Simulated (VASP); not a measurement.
GaN:

```
Ga N
1.0
     0.00000    2.25350    2.25350
     2.25350    0.00000    2.25350
     2.25350    2.25350    0.00000
Ga N
1 1
Direct
  0.00000 0.00000 0.00000
  0.25000 0.25000 0.25000
```

```yaml
Program: VASP 6.6.1
Task: relaxation of cell and atoms
Functional: LDA
Potentials_or_basis: VASP PAW LDA potentials, release 64 (Ga_d, N)
Cutoff: 600 eV
k_mesh: 18 × 18 × 18
Occupations: fermi-dirac, width 0.05 eV
Spin: no spin polarisation
```

At the start: pressure -5.6 GPa; volume 11.44 Å³/atom.

**Question.** Where does the relaxation end?

**Answer.** Over 3 steps the energy falls by 6.0 meV/atom and the volume is 11.11 Å³/atom (-2.9 %); space group F-43m (No. 216, to 0.1 Å) before and after.

Step by step:
```
step  energy change (eV)  largest force (eV/Å)  pressure (GPa)  volume (Å³)
   1              0.0000                0.0000           -5.61        22.89
   2             -0.0002                0.0000            6.13        21.59
   3             -0.0120                0.0000           -0.03        22.22
```

Final structure:
```
Ga N
1.0
     0.00000    2.23145    2.23145
     2.23145    0.00000    2.23145
     2.23145    2.23145    0.00000
Ga N
1 1
Direct
  0.00000 0.00000 0.00000
  0.25000 0.25000 0.25000
```
